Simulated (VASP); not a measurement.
Input of a VASP 6.6.1 run:

Contents of INCAR:

```
PREC = Accurate
ENCUT = 520
EDIFF = 1E-7
ISMEAR = 0
SIGMA = 0.1
LREAL = F
LASPH = T
NELM = 120
ALGO = Normal
ISIF = 2
LWAVE = F
LCHARG = F
GGA = PE
IBRION = 2
NSW = 50
EDIFFG = -0.01
GGA_COMPAT = F
NELMIN = 4
```

The input KPOINTS:

```
regular mesh
0
Gamma
  8 8 8
```

File POSCAR:

```
SiNi
1.0
    4.4263623053      0.0000000000      0.0000000000
    0.0000000000      4.4263623053      0.0000000000
    0.0000000000      0.0000000000      4.4263623053
Si Ni
4 4
Direct
    0.6535143069      0.1535143069      0.3464856931
    0.1535143069      0.3464856931      0.6535143069
    0.3464856931      0.6535143069      0.1535143069
    0.8464856931      0.8464856931      0.8464856931
    0.3510316317      0.8510316317      0.6489683683
    0.8510316317      0.6489683683      0.3510316317
    0.6489683683      0.3510316317      0.8510316317
    0.1489683683      0.1489683683      0.1489683683
```

Potentials or basis: VASP PAW PBE potentials, release 64 (Si, Ni).

Run with:

```bash
$ cat potpaw_PBE.64/Si/POTCAR potpaw_PBE.64/Ni/POTCAR > POTCAR
$ mpirun -np 1 vasp_std > vasp.out
```

Task: Estimate the energy gained by relaxing.

Result: 0.1 meV/atom.

Task: Predict the band gap on the k mesh.

Result: Zero (bands 28 and 29 overlap by 1.27 eV).

The path:
```
step  energy change (eV)  largest force (eV/Å)  pressure (GPa)
   1              0.0000                0.0393           12.99
   2             -0.0004                0.0272           12.97
   3             -0.0006                0.0119           12.93
   4             -0.0007                0.0045           12.94
```

Spin polarisation is off, so any magnetic state and its effect on volume and gap are missing.
